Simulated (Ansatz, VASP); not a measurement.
# One calculation of Ag, two programs

The input POSCAR:

```
Ag
1.0
    2.9299980804      0.0000000000      0.0000000000
   -1.4649990402      2.6135763538      0.0000000000
    0.0000000000      0.0000000000      4.7900000000
Ag
2
Direct
    0.3333333333      0.6666666667      0.2500000000
    0.6666666667      0.3333333333      0.7500000000
```

INCAR.step1

```
SYSTEM = Ag
ALGO = Normal
EDIFF = 1E-4
ENCUT = 520
GGA = PE
ISMEAR = 0
LASPH = .True.
LCHARG = .False.
LREAL = .False.
LWAVE = .True.
NBANDS = 18
NELM = 100
PREC = Accurate
SIGMA = 0.15
```

INCAR.step2

```
SYSTEM = Ag
ALGO = Normal
EDIFF = 1E-6
ENCUT = 520
ISIF = 2
ISMEAR = 0
ISTART = 1
LASPH = .True.
LCHARG = .False.
LMIXTAU = .True.
LREAL = .False.
LWAVE = .False.
METAGGA = R2SCAN
NBANDS = 18
NELM = 100
PREC = Accurate
SIGMA = 0.15
```

KPOINTS

```
k-points
0
Gamma
  18 18 10
  0 0 0
```

Input for Ansatz:

```yaml
crystal:
  lattice:
    - [2.9299980804, 0.0, 0.0]
    - [-1.4649990402, 2.6135763538, 0.0]
    - [0.0, 0.0, 4.79]
  atoms:
    - { symbol: Ag, position: [0.3333333333, 0.6666666667, 0.25] }
    - { symbol: Ag, position: [0.6666666667, 0.3333333333, 0.75] }
basis:
  ecutwfc: 500
kpoints:
  mp_grid: { grid: [18, 18, 10] }
hamiltonian:
  xc: r2scan
scf:
  occupations: { method: gaussian, width: 0.15 }
output:
  forces: true
  stress: true
  eigenvalues: true
```

Change from the starting cell: strain +0.0300 x Voigt [0, 1, 0, 0, 0, 0], atoms carried along.

Alike in both runs: task single point; functional r2SCAN; k mesh 18 × 18 × 10; occupations gaussian, width 0.15 eV; no spin polarisation.

|  | VASP | Ansatz |
| --- | --- | --- |
| version | VASP 6.6.1 | Ansatz 0.2.0 |
| potentials or method | VASP PAW PBE potentials, release 64 (Ag), cutoff 520 eV | scalar-relativistic, plane waves, PAW |
| valence electrons in the cell | 22 | 38 |

```csv
,VASP,Ansatz,Ansatz less VASP
gap on the k mesh at the Fermi level (eV),none,none,-
pressure (GPa),-4.8,-4.9,-0.06
"traceless stress, the component that is largest in VASP (GPa)",-1.23,-1.21,+0.013
rms of the force components (eV/Å),0.016,0.016,+0.0003
```

VASP's potentials were made for PBE, not for r2SCAN. Atom by atom the forces differ by 0.000 eV/Å (rms over components). A gap of «none» marks a metal or a gap that the smearing closes. With one functional, cell and mesh, what is left measures potentials, basis and numerics. VASP's potentials hold 22 valence electrons a cell and Ansatz's 38, so a difference there can come from the potentials and not from the codes.
